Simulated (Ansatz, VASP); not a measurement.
**Si8HO16 in VASP and in Ansatz**

```
Si O H
1.0
    -4.98600   -4.98600    0.00000
     4.98600   -4.98600    0.00000
     0.00000    0.00000    6.97700
Si O H
8 16 1
Direct
  0.20231 0.49970 0.00038
  0.00092 0.20150 0.25060
  0.79939 0.49986 0.50042
  0.00098 0.79813 0.75026
  0.70344 0.99978 0.00042
  0.50116 0.70121 0.25005
  0.30020 0.99983 0.50045
  0.50124 0.29839 0.75074
  0.33006 0.56905 0.17775
  0.93175 0.32891 0.42816
  0.67194 0.43086 0.67813
  0.06966 0.67016 0.92774
  0.93177 0.67079 0.57265
  0.67190 0.56882 0.32271
  0.06974 0.32921 0.07302
  0.33008 0.43045 0.82302
  0.83031 0.06882 0.17836
  0.43220 0.82899 0.42754
  0.17208 0.93019 0.67723
  0.57112 0.17094 0.92824
  0.43229 0.17067 0.57319
  0.17203 0.06949 0.32374
  0.57116 0.82858 0.07255
  0.83037 0.93075 0.82253
  0.24847 0.99738 0.00112
```

Alike in both runs: functional LDA; k mesh 1 × 1 × 1; occupations fermi-dirac, width 0.02 eV; collinear spin.

Ansatz relaxed the structure, and its values are those at the end. VASP's run is a single point on that final structure, the one shown.

```csv
,VASP,Ansatz
version,VASP 6.6.1,Ansatz 0.2.0
potentials or method,"VASP PAW LDA potentials, release 64 (Si, O, H), cutoff 520 eV","scalar-relativistic, plane waves, PAW"
valence electrons in the cell,129,129
```

```tsv
	VASP	Ansatz	Ansatz less VASP
rms of the force components (eV/Å)	0.023	0.021	-0.0021
net moment per atom (μB)	0.04	0.04	0.000
size of the moment on the site where the two differ most (μB)	0.35	0.70	+0.350
```

Ansatz warns that its potentials were made for another functional, while VASP's fit it. LDA's correlation is that of Perdew and Zunger in VASP and of Perdew and Wang (1992) in Ansatz. Site moments also hang on the region over which each program counts them.
